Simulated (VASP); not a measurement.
# Ta3AlN (Pm-3m) in VASP: single point with PBE

Aim: the single point of Ta3AlN with PBE.

Everything below comes from runs of VASP 6.6.1. Logs are shortened: lines on timing, memory, paths and dates and some standing lists are left out, and cuts for length are marked.

## 1. The cell of the first run

Symmetry: Pm-3m, No. 221, cubic system. Conventional cell: a = 4.139 Å, b = 4.139 Å, c = 4.139 Å, α = 90.00°, β = 90.00°, γ = 90.00°. Al (site symmetry m-3m) has 12 Ta at 2.93 Å and 8 N at 3.58 Å within 3.9 Å. Within 2.7 Å of N (site symmetry m-3m) lie 6 Ta at 2.07 Å. Ta (site symmetry 4/mmm) has 2 N at 2.07 Å within 2.7 Å.

## 2. Single point, PBE

Contents of INCAR:

```
ALGO = Normal
EDIFF = 1E-6
ENCUT = 600
GGA = PE
GGA_COMPAT = False
ISIF = 2
ISMEAR = -1
LASPH = True
LCHARG = False
LREAL = False
LWAVE = False
NBANDS = 28
NELM = 120
PREC = Accurate
SIGMA = 0.1
```

Contents of KPOINTS:

```
k-points
0
Gamma
  8 8 8
```

Contents of POSCAR:

```
Ta3AlN
1.0
    4.1387770000      0.0000000000      0.0000000000
    0.0000000000      4.1387770000      0.0000000000
    0.0000000000      0.0000000000      4.1387770000
Al N Ta
1 1 3
Direct
    0.0000000000      0.0000000000      0.0000000000
    0.5000000000      0.5000000000      0.5000000000
    0.5000000000      0.5000000000      0.0000000000
    0.0000000000      0.5000000000      0.5000000000
    0.5000000000      0.0000000000      0.5000000000
```

Potentials or basis: VASP PAW PBE potentials, release 64 (Al, N, Ta_pv).

On the command line:

```console
$ cat potpaw_PBE.64/Al/POTCAR potpaw_PBE.64/N/POTCAR potpaw_PBE.64/Ta_pv/POTCAR > POTCAR
$ mpirun -np 1 vasp_std > vasp.out
```

OUTCAR:

```text
EDIFF = 1E-6
   ENCUT = 600
   GGA = PE
   ISIF = 2
   ISMEAR = -1
   LASPH = True
   LREAL = False
   NELM = 120
   PREC = Accurate

 ion  position               nearest neighbor table
   1  0.000  0.000  0.000-   3 2.93   4 2.93   5 2.93   4 2.93   5 2.93   3 2.93   4 2.93   4 2.93
                             3 2.93   5 2.93   5 2.93   3 2.93
   2  0.500  0.500  0.500-   3 2.07   4 2.07   5 2.07   3 2.07   5 2.07   4 2.07
   3  0.500  0.500  0.000-   2 2.07   2 2.07   4 2.93   5 2.93   1 2.93   4 2.93   5 2.93   1 2.93
                             5 2.93   5 2.93   1 2.93   4 2.93   4 2.93   1 2.93
   4  0.000  0.500  0.500-   2 2.07   2 2.07   3 2.93   5 2.93   1 2.93   3 2.93   1 2.93   5 2.93
                             1 2.93   1 2.93   3 2.93   5 2.93   3 2.93   5 2.93
   5  0.500  0.000  0.500-   2 2.07   2 2.07   3 2.93   4 2.93   1 2.93   3 2.93   1 2.93   3 2.93
                             4 2.93   3 2.93   1 2.93   4 2.93   1 2.93   4 2.93

  LATTYP: Found a simple cubic cell.
 ALAT       =     4.1387770000

  Lattice vectors:

 A1 = (   4.1387770000,   0.0000000000,   0.0000000000)
 A2 = (   0.0000000000,   4.1387770000,   0.0000000000)
 A3 = (   0.0000000000,   0.0000000000,   4.1387770000)

Analysis of symmetry for initial positions (statically):
=====================================================================
 Subroutine PRICEL returns:
 Original cell was already a primitive cell.

 Routine SETGRP: Setting up the symmetry group for a
 simple cubic supercell.

 Subroutine GETGRP returns: Found 48 space group operations
 (whereof 48 operations were pure point group operations)
 out of a pool of 48 trial point group operations.

The static configuration has the point symmetry O_h .

Analysis of symmetry for dynamics (positions and initial velocities):
=====================================================================
 Subroutine PRICEL returns:
 Original cell was already a primitive cell.

 Routine SETGRP: Setting up the symmetry group for a
 simple cubic supercell.

 Subroutine GETGRP returns: Found 48 space group operations
 (whereof 48 operations were pure point group operations)
 out of a pool of 48 trial point group operations.

The dynamic configuration has the point symmetry O_h .

 Subroutine INISYM returns: Found 48 space group operations
 (whereof 48 operations are pure point group operations),
 and found     1 'primitive' translations

----------------------------------------------------------------------------------------

                                     Primitive cell

  volume of cell :      70.8951

  direct lattice vectors                    reciprocal lattice vectors
     4.138777000  0.000000000  0.000000000     0.241617270  0.000000000  0.000000000
     0.000000000  4.138777000  0.000000000     0.000000000  0.241617270  0.000000000
     0.000000000  0.000000000  4.138777000     0.000000000  0.000000000  0.241617270

  length of vectors
     4.138777000  4.138777000  4.138777000     0.241617270  0.241617270  0.241617270

  position of ions in fractional coordinates (direct lattice)
     0.000000000  0.000000000  0.000000000
     0.500000000  0.500000000  0.500000000
     0.500000000  0.500000000  0.000000000
     0.000000000  0.500000000  0.500000000
     0.500000000  0.000000000  0.500000000

  ion indices of the primitive-cell ions
   primitive index   ion index
                 1           1
                 2           2
                 3           3
                 4           4
                 5           5

----------------------------------------------------------------------------------------

 KPOINTS: k-points

Automatic generation of k-mesh.
 Grid dimensions read from file:
 generate k-points for:    8    8    8

 Generating k-lattice:

  Cartesian coordinates                     Fractional coordinates (reciprocal lattice)
     0.030202159  0.000000000  0.000000000     0.125000000  0.000000000  0.000000000
     0.000000000  0.030202159  0.000000000     0.000000000  0.125000000  0.000000000
     0.000000000  0.000000000  0.030202159     0.000000000  0.000000000  0.125000000

  Length of vectors
     0.030202159  0.030202159  0.030202159

  Shift w.r.t. Gamma in fractional coordinates (k-lattice)
     0.000000000  0.000000000  0.000000000

 Subroutine IBZKPT returns following result:
 ===========================================

 Found     35 irreducible k-points:

 Following reciprocal coordinates:
            Coordinates               Weight
  0.000000  0.000000  0.000000      1.000000
  0.125000  0.000000  0.000000      6.000000
  0.250000  0.000000  0.000000      6.000000
  0.375000  0.000000  0.000000      6.000000
  0.500000  0.000000  0.000000      3.000000
  0.125000  0.125000  0.000000     12.000000
[... 16 lines left out ...]
  0.375000  0.375000  0.125000     24.000000
  0.500000  0.375000  0.125000     24.000000
 [... further k-points ...]
   k-points           NKPTS =     35   k-points in BZ     NKDIM =     35   number of bands    NBANDS=     28
   number of dos      NEDOS =    301   number of ions     NIONS =      5
   total plane-waves  NPLWV =  46656
   dimension x,y,z NGX =    36 NGY =   36 NGZ =   36
   dimension x,y,z NGXF=    72 NGYF=   72 NGZF=   72
   ions per type =               1   1   3
   NGX,Y,Z   is equivalent  to a cutoff of  14.46, 14.46, 14.46 a.u.
   NGXF,Y,Z  is equivalent  to a cutoff of  28.92, 28.92, 28.92 a.u.
 SYSTEM =  unknown system
   PREC   = accura    normal or accurate (medium, high low for compatibility)
   ISTART =      0    job   : 0-new  1-cont  2-samecut
   ICHARG =      2    charge: 1-file 2-atom 10-const
   ISPIN  =      1    spin polarized calculation?
   LNONCOLLINEAR =      F non collinear calculations
   LSORBIT =      F    spin-orbit coupling
   LASPH  =      T    aspherical Exc in radial PAW
   ENCUT  =  600.0 eV  44.10 Ry    6.64 a.u.   8.27  8.27  8.27*2*pi/ulx,y,z
   NELM   =    120;   NELMIN=  2; NELMDL= -5     # of ELM steps
   EDIFF  = 0.1E-05   stopping-criterion for ELM
   LREAL  =      F    real-space projection
   EDIFFG = 0.1E-04   stopping-criterion for IOM
   NSW    =      0    number of steps for IOM
   IBRION =     -1    ionic relax: 0-MD 1-quasi-New 2-CG
   NFREE  =      0    steps in history (QN), initial steepest desc. (CG)
   ISIF   =      2    stress and relaxation
   ISYM   =      2    0-nonsym 1-usesym 2-fastsym
   POTIM  = 0.5000    time-step for ionic-motion
   TEBEG  =    0.0;   TEEND  =   0.0 temperature during run
   PSTRESS=    0.0 pullay stress
   NELECT =      41.0000    total number of electrons
   NUPDOWN=      -1.0000    fix difference up-down
   EMIN   =  10.00;   EMAX   =-10.00  energy-range for DOS
   EFERMI =   0.00;   METHOD = LEGACY
   ISMEAR =    -1;   SIGMA  =   0.10  broadening in eV -4-tet -1-fermi 0-gaus
   EFERMI_NEDOS =   21; number of points for ismear=-14 and -15
   IALGO  =     38    algorithm
   IMIX   =      4    mixing-type and parameters
     AMIX     =   0.40;   BMIX     =  1.00
     AMIX_MAG =   1.60;   BMIX_MAG =  1.00
  volume/ion in A,a.u.               =      14.18        95.68
  Fermi-wavevector in a.u.,A,eV,Ry     =   1.363947  2.577486 25.311609  1.860351
  Thomas-Fermi vector in A             =   2.490305
   LORBIT       =      0    0 simple, 1 ext, 2 COOP (PROOUT), +10 PAW based schemes
   GGA     = PE    functional components
   LHFCALC =     F    Hartree Fock is set to
   AEXX    =    0.0000 exact exchange contribution
   IVDW    =     0    specifies the selected vdW correction
   LEPSILON=     F    determine dielectric tensor
   LRPA    =     F    only Hartree local field effects (RPA)
 non-spin polarized calculation
  energy-cutoff  :      600.00
  volume of cell :       70.90
 maximum number of plane-waves:      2392
 NGX is ok and might be reduce to    36
   NGX = 17   NGY = 17   NGZ = 17

 number of electron      41.0000003 magnetization

 Free energy of the ion-electron system (eV)
  ---------------------------------------------------
  ext. energy  EPLUGINS =         0.00000000
  ---------------------------------------------------
  free energy    TOTEN  =       -49.23080743 eV

  energy without entropy =      -49.06898231  energy(sigma->0) =      -49.14989487

 E-fermi :   7.4519     XC(G=0): -12.4800

 val. band max:        7.4093673421   @ k =   0.3750   0.3750   0.2500
 cond. band min:       7.4595795260   @ k =   0.3750   0.1250   0.0000
 fundamental gap:      0.0502121839
 Fermi energy:         7.4518525769

 k-point     1 :       0.0000    0.0000    0.0000
  band No.  band energies     occupation
      1     -27.3704      2.00000
      2     -27.3704      2.00000
      3     -27.3704      2.00000
      4     -26.7090      2.00000
      5     -26.7090      2.00000
      6     -26.7090      2.00000
[... 20 lines left out ...]
     27      10.8085      0.00000
     28      13.6036      0.00000

 k-point     2 :       0.1250    0.0000    0.0000
  band No.  band energies     occupation
      1     -27.3525      2.00000
      2     -27.3525      2.00000
      3     -27.3453      2.00000
      4     -26.7154      2.00000
      5     -26.7154      2.00000
      6     -26.7116      2.00000
[... 20 lines left out ...]
     27      11.3673      0.00000
     28      12.8828      0.00000

 k-point     3 :       0.2500    0.0000    0.0000
  band No.  band energies     occupation
      1     -27.3049      2.00000
      2     -27.3049      2.00000
      3     -27.2716      2.00000
      4     -26.7366      2.00000
      5     -26.7366      2.00000
      6     -26.7178      2.00000
[... 20 lines left out ...]
     27      11.7538      0.00000
     28      11.7635      0.00000

 k-point     4 :       0.3750    0.0000    0.0000
  band No.  band energies     occupation
      1     -27.2483      2.00000
      2     -27.2483      2.00000
      3     -27.1583      2.00000
      4     -26.7830      2.00000
      5     -26.7703      2.00000
      6     -26.7703      2.00000
[... 578 lines left out ...]
     27      11.9196      0.00000
     28      12.1993      0.00000

 k-point    23 :       0.3750    0.3750    0.1250
  band No.  band energies     occupation
      1     -27.5976      2.00000
      2     -27.1130      2.00000
      3     -27.0046      2.00000
      4     -26.9458      2.00000
      5     -26.8673      2.00000
      6     -26.7102      2.00000
[... 20 lines left out ...]
     27      11.4576      0.00000
     28      12.2780      0.00000

 k-point    24 :       0.5000    0.3750    0.1250
  band No.  band energies     occupation
      1     -27.6222      2.00000
      2     -27.1400      2.00000
      3     -26.9720      2.00000
      4     -26.9385      2.00000
      5     -26.8913      2.00000
      6     -26.6575      2.00000
[... 20 lines left out ...]
     27      11.2047      0.00000
     28      12.7287      0.00000

 [... further k-points ...]

------------------------ aborting loop because EDIFF is reached ----------------------------------------

  FORCE on cell =-STRESS in cart. coord.  units (eV):
  Direction    XX          YY          ZZ          XY          YZ          ZX
  --------------------------------------------------------------------------------------
  -------------------------------------------------------------------------------------
  Total        8.8447061      8.8447061      8.8447061      0.0000000     -0.0000000      0.0000000
  in kB      199.8839423    199.8839423    199.8839423      0.0000000     -0.0000000      0.0000000
  external PRESSURE =     199.8839423 kB  Pullay stress =       0.0000000 kB

 VOLUME and BASIS-vectors are now :
 -----------------------------------------------------------------------------
  energy-cutoff  :      600.00
  volume of cell :       70.90
      direct lattice vectors                 reciprocal lattice vectors
     4.138777000  0.000000000  0.000000000     0.241617270  0.000000000  0.000000000
     0.000000000  4.138777000  0.000000000     0.000000000  0.241617270  0.000000000
     0.000000000  0.000000000  4.138777000     0.000000000  0.000000000  0.241617270

 POSITION                                       TOTAL-FORCE (eV/Angst)
 -----------------------------------------------------------------------------------
      0.00000      0.00000      0.00000         0.000000      0.000000      0.000000
      2.06939      2.06939      2.06939         0.000000      0.000000      0.000000
      2.06939      2.06939      0.00000         0.000000      0.000000      0.000000
      0.00000      2.06939      2.06939         0.000000      0.000000      0.000000
      2.06939      0.00000      2.06939         0.000000      0.000000      0.000000
 -----------------------------------------------------------------------------------
    total drift:                                0.000000      0.000000      0.000000

  FREE ENERGIE OF THE ION-ELECTRON SYSTEM (eV)
  ---------------------------------------------------
  free  energy   TOTEN  =       -49.2308074279 eV

  energy  without entropy=      -49.0689823071  energy(sigma->0) =      -49.14989487
```

Run time: 2 min. Hardware: 1 thread of Intel Xeon 8259CL, shared host; peak memory 0.25 GiB.

What came out:

```
Free energy : -49.2308 eV
Pressure    : 20.0 GPa
```

Levels at points of the mesh, in eV from the Fermi level:
```
           k point  band 17  band 18  band 19  band 20  band 21  band 22  band 23  band 24
(0.00, 0.00, 0.00)    -3.44    -3.44    -3.44     1.14     1.14     1.14     1.61     1.61
(0.50, 0.00, 0.00)    -2.77    -2.77    -1.49     0.14     0.19     1.66     1.66     1.98
(0.50, 0.50, 0.00)    -3.07    -0.61    -0.61    -0.37    -0.37    -0.27     1.54     1.95
(0.50, 0.50, 0.50)    -1.65    -1.47    -1.47    -1.47    -0.21    -0.21    -0.21     2.66
```

Caveat: spin-orbit coupling is left out, which moves the levels of the heavy elements.
